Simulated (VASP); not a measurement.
Write the native input for VASP 6.6.1 that does the following.

| Property | Result |
| --- | --- |
| Task | single point |
| Functional | PBEsol |
| Potentials or basis | VASP PAW PBE potentials, release 64 (Ga_d, As) |
| Cutoff | 520 eV |
| k mesh | 8 × 8 × 8 |
| Occupations | gaussian, width 0.01 eV |
| Spin | no spin polarisation |
| Dipole correction | no |
| Further INCAR settings | ALGO = Normal; EDIFF = 1e-06; NBANDS = 16 |

The structure of GaAs lies in POSCAR:

```
GaAs
1.0
    0.0000000000      2.6893402374      2.6893402374
    2.6893402374      0.0000000000      2.6893402374
    2.6893402374      2.6893402374      0.0000000000
Ga As
1 1
Direct
    0.0000000000      0.0000000000      0.0000000000
    0.7500000000      0.7500000000      0.7500000000
```

The input as run:

INCAR

```
PREC = Accurate
ENCUT = 520
EDIFF = 1E-6
ISMEAR = 0
SIGMA = 0.01
LREAL = False
LASPH = True
NELM = 60
ALGO = Normal
ISIF = 2
LWAVE = False
LCHARG = False
GGA = PS
NBANDS = 16
```

KPOINTS

```
Automatic mesh
0
Gamma
  8 8 8
```

Potentials or basis: VASP PAW PBE potentials, release 64 (Ga_d, As).

Command:

```console
$ cat potpaw_PBE.64/Ga_d/POTCAR potpaw_PBE.64/As/POTCAR > POTCAR
$ mpirun -np 1 vasp_std > vasp.out
```

It gave:

```yaml
Pressure: 15.3 GPa
Band_gap_on_the_k_mesh: 1.02 eV, indirect (least direct gap 1.63 eV)
```

Caveat: the PAW data sets were made with another functional, which shifts forces and pressure a little.

Wall time 9 s on 1 thread of AMD EPYC 9R45 96-Core Processor (Zen 5), on a shared host, peak memory 0.13 GiB.
